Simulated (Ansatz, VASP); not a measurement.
## One calculation of Zn, two programs

File INCAR:

```
SYSTEM = Zn
PREC = Accurate
ENCUT = 520
EDIFF = 1E-7
ISMEAR = -1
SIGMA = 0.05
LREAL = .False.
LASPH = .True.
NELM = 80
ALGO = Normal
ISIF = 2
LWAVE = .False.
LCHARG = .False.
GGA = PE
NBANDS = 12
```

The input KPOINTS:

```
Automatic mesh
0
Gamma
  9 9 9
  0 0 0
```

The input POSCAR:

```
Zn
1.0
    0.0186450000      1.9988090000      1.9918430000
    1.9390910000      0.0481140000      1.9623730000
    1.9739250000      2.0041730000      0.0132810000
Zn
1
Direct
   -0.0086750000      0.0123780000      0.0073880000
```

The input input.yaml:

```yaml
crystal:
  lattice:
    - [0.018645, 1.998809, 1.991843]
    - [1.939091, 0.048114, 1.962373]
    - [1.973925, 2.004173, 0.013281]
  atoms:
    - { symbol: Zn, position: [-0.008675, 0.012378, 0.007388] }
hamiltonian:
  xc: pbe
  pseudopotentials: { kind: paw, source: ansatz }
kpoints:
  mp_grid: { grid: [9, 9, 9] }
scf:
  occupations: { method: fermi_dirac, width: 0.05 }
  n_extra_bands: 6
output:
  forces: true
  stress: true
  dos: { projected: true, de: 0.05, nscf_kmesh: { grid: [14, 14, 14] } }
```

Alike in both runs: functional PBE; k mesh 9 × 9 × 9; occupations fermi-dirac, width 0.05 eV; no spin polarisation.

|  | VASP | Ansatz |
| --- | --- | --- |
| version | VASP 6.6.1 | Ansatz 0.2.0 |
| potentials or method | VASP PAW PBE potentials, release 64 (Zn) | Ansatz PAW earlier set |
| plane-wave cutoff (eV) | 520 | 660 |
| valence electrons in the cell | 12 | 20 |
| task | single point | projected density of states |

```tsv
	VASP	Ansatz	Ansatz less VASP
gap on the k mesh at the Fermi level (eV)	none	none	-
pressure (GPa)	0.4	0.1	-0.30
traceless stress, the component that is largest in VASP (GPa)	-0.66	-0.66	+0.002
```

A gap of «none» marks a metal or a gap that the smearing closes. VASP's potentials hold 12 valence electrons a cell and Ansatz's 20, so a difference there can come from the potentials and not from the codes.
